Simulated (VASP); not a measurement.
The system is Ru.

```
CELL_PARAMETERS angstrom
2.65056 0.00000 0.00000
-1.32528 2.29546 0.00000
0.00000 0.00000 4.19449
ATOMIC_POSITIONS crystal
Ru 0.66667 0.33333 0.75000
Ru 0.33333 0.66667 0.25000
```

Base run:

```yaml
Program: VASP 6.6.1
Functional: r2SCAN
Dispersion: rVV10
Potentials_or_basis: VASP PAW PBE potentials, release 64 (Ru_pv)
Cutoff: 520 eV
k_mesh: 11 × 11 × 6
Occupations: fermi-dirac, width 0.05 eV
Spin: no spin polarisation
```

Its results: band gap on the k mesh zero (band 14 reaches 15.61 eV, above the bottom of band 15 at 12.08 eV); pressure 21.3 GPa.

Q: The run is repeated on the same cell with these changes: dispersion from rVV10 to D3(BJ). What comes out?

A: Band gap on the k mesh zero (band 14 reaches 15.62 eV, above the bottom of band 15 at 12.09 eV); pressure 19.6 GPa.

Caveats: the PAW data sets were made with another functional, which shifts forces and pressure a little; pairwise dispersion overbinds metals, which lowers pressure and volume (some runs).
